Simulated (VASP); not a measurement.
A run of VASP 6.6.1 is set up as follows.

Contents of INCAR:

```
PREC = Accurate
ENCUT = 520
EDIFF = 1E-7
ISMEAR = 0
SIGMA = 0.01
LREAL = False
LASPH = True
NELM = 100
ALGO = Normal
ISIF = 2
LWAVE = False
LCHARG = False
GGA = PE
NBANDS = 15
```

KPOINTS

```
Automatic mesh
0
Gamma
  6 6 6
```

POSCAR

```
RbBr
1.0
    0.0000000000      3.5087372834      3.5087372834
    3.5087372834      0.0000000000      3.5087372834
    3.5087372834      3.5087372834      0.0000000000
Rb Br
1 1
Direct
    0.0000000000      0.0000000000      0.0000000000
    0.5000000000      0.5000000000      0.5000000000
```

Potentials or basis: VASP PAW PBE potentials, release 64 (Rb_sv, Br).

Run with:

```bash
$ cat potpaw_PBE.64/Rb_sv/POTCAR potpaw_PBE.64/Br/POTCAR > POTCAR
$ mpirun -np 1 vasp_std > vasp.out
```

Task: Estimate the band gap on the k mesh.

Result: 4.19 eV.

Task: Estimate the pressure.

Result: 0.0 GPa.
